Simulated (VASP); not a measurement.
Input of a VASP 6.6.1 run:

Contents of INCAR:

```
SYSTEM = Zn8O6F
  ALGO = Normal
  EDIFF = 1E-6
  ENCUT = 520
  GGA = PE
  ISIF = 2
  ISMEAR = -1
  IVDW = 12
  LASPH = .True.
  LCHARG = .True.
  LELF = .True.
  LREAL = Auto
  LVHAR = .True.
  LWAVE = .False.
  NBANDS = 82
  NELECT = 138.0
  NELM = 100
  PREC = Accurate
  SIGMA = 0.05
```

File KPOINTS:

```
k-points
0
Gamma
  2 3 3
  0 0 0
```

File POSCAR:

```
Zn8O6F
1.0
   -3.2494000000     -5.6281260000      0.0000000000
    4.8741000000     -2.8140630000      0.0000000000
    0.0000000000      0.0000000000      5.2054000000
Zn O F
8 6 1
Direct
    0.4894636735      0.3324350063     -0.0029278942
    0.4948707384      0.6653738257      0.4969097168
    0.2491433300      0.8637110146     -0.0054760555
    0.2687682747      0.1550263017      0.5734844864
    0.0333422038      0.3108972472     -0.0493308863
    0.0041214423      0.6961134088      0.5065769484
    0.7516198899      0.8250788318     -0.0055489977
    0.7275101476      0.1549161241      0.5039287140
    0.4853065560      0.3292016702      0.3794950491
    0.4916700583      0.6699147377      0.8814840956
    0.2505918890      0.8537078142      0.3766139070
    0.0096230141      0.6572242579      0.8828039383
    0.7491268569      0.8295580611      0.3771569995
    0.7540555153      0.1712726283      0.8821679857
    0.0014132102      0.3319592705      0.3688725928
```

Potentials or basis: VASP PAW PBE potentials, release 64 (Zn, O, F).

Run with:

```bash
$ cat potpaw_PBE.64/Zn/POTCAR potpaw_PBE.64/O/POTCAR potpaw_PBE.64/F/POTCAR > POTCAR
$ mpirun -np 1 vasp_std > vasp.out
```

Q: Predict the largest force.

A: 0.052 eV/Å.

Q: Estimate the dispersion energy per atom.

A: -0.222 eV.

Forces in eV/Å, atoms in the order of the input:
```
Zn  -0.009  0.028 -0.016
Zn   0.004 -0.006 -0.006
Zn   0.044 -0.011 -0.025
Zn   0.013  0.009  0.043
Zn  -0.034 -0.011  0.008
Zn  -0.022  0.021 -0.011
Zn   0.000 -0.011 -0.008
Zn   0.007 -0.026 -0.017
O    0.011  0.018 -0.005
O    0.007  0.012 -0.005
O   -0.002 -0.019 -0.010
O    0.001 -0.015  0.016
O    0.003  0.012 -0.007
O   -0.005  0.017  0.022
F   -0.018 -0.018  0.022
```

Caveat: the k points lie up to 0.48 Å⁻¹ apart; the cell carries a net charge on a neutralising background, which shifts energy and pressure.
